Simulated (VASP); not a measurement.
Input of a VASP 6.6.1 run:

Contents of INCAR:

```
PREC = Accurate
ENCUT = 520
EDIFF = 1E-7
ISMEAR = 0
SIGMA = 0.05
LREAL = False
LASPH = True
NELM = 80
ALGO = Fast
ISIF = 2
LWAVE = False
LCHARG = True
GGA = PS
LELF = True
LVHAR = True
NBANDS = 40
```

KPOINTS

```
Automatic mesh
0
Gamma
  8 8 8
```

File POSCAR:

```
YbTl3
1.0
    4.6439736326      0.0000000000      0.0000000000
    0.0000000000      4.6439736326      0.0000000000
    0.0000000000      0.0000000000      4.6439736326
Yb Tl
1 3
Direct
    0.0000000000      0.0000000000      0.0000000000
    0.0000000000      0.5000000000      0.5000000000
    0.5000000000      0.5000000000      0.0000000000
    0.5000000000      0.0000000000      0.5000000000
```

Potentials or basis: VASP PAW PBE potentials, release 64 (Yb, Tl_d).

Command:

```bash
$ cat potpaw_PBE.64/Yb/POTCAR potpaw_PBE.64/Tl_d/POTCAR > POTCAR
$ mpirun -np 1 vasp_std > vasp.out
```

(1) Predict the pressure.

## Answers

(1) 1.8 GPa.

Caveat: the PAW data sets were made with another functional, which shifts forces and pressure a little.
